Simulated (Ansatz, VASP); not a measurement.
**Zr in VASP and in Ansatz**

File INCAR:

```
SYSTEM = Zr
PREC = Accurate
ENCUT = 520
EDIFF = 1E-6
ISMEAR = -1
SIGMA = 0.05
LREAL = .FALSE.
LASPH = .TRUE.
NELM = 150
ALGO = Normal
ISIF = 2
LWAVE = .FALSE.
LCHARG = .FALSE.
LMAXMIX = 4
LDAU = .TRUE.
LDAUTYPE = 2
LDAUL = 2
LDAUU = 5
LDAUJ = 0
LDAUPRINT = 1
GGA = PS
NBANDS = 19
```

Contents of KPOINTS:

```
regular mesh
0
G
  9 9 5
  0 0 0
```

POSCAR

```
Zr
1.0
    3.2320000000      0.0000000000      0.0000000000
   -1.6160000000      2.7989941050      0.0000000000
    0.0000000000      0.0000000000      5.1470000000
Zr
2
Direct
    0.6666666667      0.3333333333      0.7500000000
    0.3333333333      0.6666666667      0.2500000000
```

input.yaml

```yaml
crystal:
  lattice:
    - [3.232, 0.0, 0.0]
    - [-1.616, 2.798994105, 0.0]
    - [0.0, 0.0, 5.147]
  atoms:
    - { symbol: Zr, position: [0.6666666667, 0.3333333333, 0.75] }
    - { symbol: Zr, position: [0.3333333333, 0.6666666667, 0.25] }
kpoints:
  mp_grid: { grid: [9, 9, 5] }
scf:
  occupations: { method: fermi_dirac, width: 0.05 }
hamiltonian:
  xc: pbesol
  pseudopotentials: { kind: all_electron, lapw: { basis_error: 0.001 } }
  hubbard:
    sites: [{ species: Zr, l: d, u_eff: 5 }]
    double_counting: fll
    projectors: ortho-atomic
output:
  forces: true
  stress: true
  eigenvalues: true
  hubbard: {}
```

Alike in both runs: task single point; functional PBEsol; k mesh 9 × 9 × 5; occupations fermi-dirac, width 0.05 eV; no spin polarisation; Hubbard terms Zr d U = 5.0 eV.

```csv
,VASP,Ansatz
version,VASP 6.6.1,Ansatz 0.2.0
potentials or method,"VASP PAW PBE potentials, release 64 (Zr_sv), cutoff 520 eV","all-electron LAPW, scalar-relativistic"
```

```csv
,VASP,Ansatz,Ansatz less VASP
gap on the k mesh at the Fermi level (eV),none,none,-
pressure (GPa),10.1,2.8,-7.32
"traceless stress, the component that is largest in VASP (GPa)",-0.34,0.51,+0.852
```

VASP's potentials were made for PBE, not for PBEsol. The programs project onto different local orbitals, so the same U acts differently, and such runs can settle in different states. A gap of «none» marks a metal or a gap that the smearing closes. Ansatz ran all-electron here, and VASP with PAW potentials.

Noted on Ansatz's run: U is the effective U less J, on atomic orbitals that reach past the spheres.
